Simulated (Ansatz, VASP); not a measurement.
**Two plane-wave programs on Si**

```
Si
1.0
     0.00000    5.43000    5.43000
     5.43000    0.00000    5.43000
     5.43000    5.43000    0.00000
Si
17
Cartesian
  0.0039 0.0081 0.0002
  1.3562 1.3583 1.3550
  2.7067 2.7102 -0.0004
  4.0715 4.0730 1.3180
  2.7091 0.0051 2.7081
  4.0711 1.3278 4.0699
  5.4511 2.6935 2.6868
  6.8169 4.0733 4.0697
  0.0024 2.7112 2.7067
  1.3233 4.0730 4.0702
  2.6920 5.4516 2.6884
  4.0713 6.8198 4.0700
  2.6897 2.6929 5.4518
  4.0710 4.0732 6.8175
  5.4516 5.4538 5.4516
  6.7869 6.7870 6.7861
  4.0711 4.0727 4.0698
```

Alike in both runs: functional PBE; dispersion D3(BJ); k mesh 2 × 2 × 2; occupations gaussian, width 0.05 eV; no spin polarisation.

Ansatz relaxed the structure, and its values are those at the end. VASP's run is a single point on that final structure, the one shown.

|  | VASP | Ansatz |
| --- | --- | --- |
| version | VASP 6.6.1 | Ansatz 0.2.0 |
| potentials or method | VASP PAW PBE potentials, release 64 (Si), cutoff 400 eV | scalar-relativistic, plane waves, PAW |
| valence electrons in the cell | 68 | 68 |

|  | VASP | Ansatz | Ansatz less VASP |
| --- | --- | --- | --- |
| rms of the force components (eV/Å) | 0.006 | 0.006 | +0.0001 |

The k mesh is coarse, so the values compare programs but aren't converged.
